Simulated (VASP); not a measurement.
A run of VASP 6.6.1 is set up as follows.

The input INCAR:

```
SYSTEM = P
PREC     = Accurate       ! precision mode
ENCUT    = 500            ! plane-wave cutoff, eV
EDIFF    = 1E-7           ! SCF threshold, eV
ISMEAR   = 1              ! smearing method
SIGMA    = 0.02           ! smearing width, eV
LREAL    = .FALSE.        ! projectors in reciprocal space
LASPH    = .TRUE.         ! aspherical terms in the spheres
NELM     = 120            ! most SCF steps
ALGO     = Normal         ! electronic algorithm
ISIF     = 3              ! what is computed and relaxed
LWAVE    = .FALSE.        ! write WAVECAR
LCHARG   = .FALSE.        ! write CHGCAR
GGA      = CA             ! functional
IBRION   = 2              ! ionic algorithm
NSW      = 80             ! ionic steps
EDIFFG   = -0.03          ! ionic threshold
GGA_COMPAT= .FALSE.      
NELMIN   = 4
```

The input KPOINTS:

```
regular mesh
0
G
  8 8 6
  0 0 0
```

POSCAR

```
P
1.0
    1.6582000000     -5.2420000000      0.0000000000
    1.6582000000      5.2420000000      0.0000000000
    0.0000000000      0.0000000000      4.3793000000
P
4
Direct
    0.8983800000      0.1016200000      0.0806800000
    0.6016200000      0.3983800000      0.5806800000
    0.1016200000      0.8983800000      0.9193200000
    0.3983800000      0.6016200000      0.4193200000
```

Potentials or basis: VASP PAW LDA potentials, release 64 (P).

Run with:

```bash
$ cat potpaw_LDA.64/P/POTCAR > POTCAR
$ mpirun -np 1 vasp_std > vasp.out
```

Estimate the relaxed volume.

17.32 Å³/atom.

What does it give for the band gap on the k mesh?

Zero (bands 10 and 11 overlap by 0.42 eV).

The path:
```
step  energy change (eV)  largest force (eV/Å)  pressure (GPa)  volume (Å³)
   1              0.0000                0.0586           -2.60        76.13
   2             -0.0125                0.3866            1.44        72.78
   3             -0.0193                0.2152           -0.15        74.00
   4             -0.0265                0.1530           -0.15        73.37
   5             -0.0330                0.1813           -0.05        71.80
   6             -0.0369                0.1488           -0.04        71.43
   7             -0.0430                0.0866            0.02        70.56
   8             -0.0439                0.1471            0.17        68.83
   9             -0.0450                0.0965            0.14        69.57
  10             -0.0507                0.0514            0.10        69.42
  11             -0.0526                0.0096            0.08        69.30
```

LDA usually gives volumes a few per cent too small. Zero-point motion and thermal expansion aren't in these numbers.
